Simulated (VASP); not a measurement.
Crystal: SiC (Moissanite).

```
CELL_PARAMETERS angstrom
3.05536 0.00000 0.00000
-1.52768 2.64602 0.00000
0.00000 0.00000 5.01412
ATOMIC_POSITIONS crystal
Si 0.66667 0.33333 0.50000
Si 0.33333 0.66667 0.00000
C 0.66667 0.33333 0.88500
C 0.33333 0.66667 0.38500
```

Program: VASP 6.6.1. Alike in all runs: task single point; potentials or basis VASP PAW PBE potentials, release 64 (Si, C); no spin polarisation; cell as given; k mesh 10 × 10 × 5; cutoff (eV) 520; smearing fermi-dirac 0.05 eV.

Order these runs on this cell by their pressure, lowest first.
A. level PBEsol+D4
B. level PBEsol
C. level RPBE+D4
D. level BLYP
E. level revPBE

C (0.9 GPa), A (2.8 GPa), B (5.3 GPa), E (10.6 GPa), D (13.7 GPa).

Caveats: the PAW data sets were made with another functional, which shifts forces and pressure a little.
